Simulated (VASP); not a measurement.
Input of a VASP 6.6.1 run:

Contents of POSCAR:

```
C
1.0
    2.4554649024      0.0000000000      0.0000000000
   -1.2277324512      2.1264949836      0.0000000000
    0.0000000000      0.0000000000      6.7303738214
C
4
Direct
    0.0000000000      0.0000000000      0.7500000000
    0.0000000000      0.0000000000      0.2500000000
    0.3333333333      0.6666666667      0.7500000000
    0.6666666667      0.3333333333      0.2500000000
```

The input INCAR.step1:

```
SYSTEM = C
PREC = Accurate ; ENCUT = 520
ISMEAR = 0 ; SIGMA = 0.1
LREAL = .False. ; LASPH = .True.
NELM = 100 ; NBANDS = 16
GGA = PE ; ALGO = Normal
EDIFF = 1E-4 ; LWAVE = .True.
LCHARG = .False.
```

File INCAR.step2:

```
SYSTEM = C
PREC = Accurate ; ENCUT = 520
EDIFF = 1E-6 ; ISMEAR = 0
SIGMA = 0.1 ; LREAL = .False.
LASPH = .True. ; NELM = 100
ALGO = Normal ; ISIF = 2
LWAVE = .False. ; LCHARG = .True.
METAGGA = R2SCAN ; LMIXTAU = .True.
IVDW = 12 ; VDW_S6 = 1.0
VDW_S8 = 0.78981345 ; VDW_A1 = 0.49484001
VDW_A2 = 5.73083694 ; LELF = .True.
LVHAR = .True. ; NBANDS = 16
ISTART = 1
```

The input KPOINTS:

```
regular mesh
0
Gamma
  21 21 6
  0 0 0
```

Potentials or basis: VASP PAW PBE potentials, release 64 (C).

Run with:

```bash
$ cat potpaw_PBE.64/C/POTCAR > POTCAR
$ cp INCAR.step1 INCAR
$ mpirun -np 1 vasp_std > vasp.out
$ cp INCAR.step2 INCAR
$ mpirun -np 1 vasp_std > vasp.out
```

Task: Estimate the dispersion energy per atom.

Result: -0.076 eV.

Task: What does it give for the band gap on the k mesh?

Result: Zero (band 8 reaches 4.67 eV, above the bottom of band 9 at 4.64 eV).

Task: What does it give for the pressure?

Result: 0.7 GPa.

Stress tensor (GPa, compression positive):
```
 1.07  0.00  0.00
 0.00  1.07  0.00
 0.00  0.00 -0.11
```

Caveat: the PAW data sets were made with another functional, which shifts forces and pressure a little.
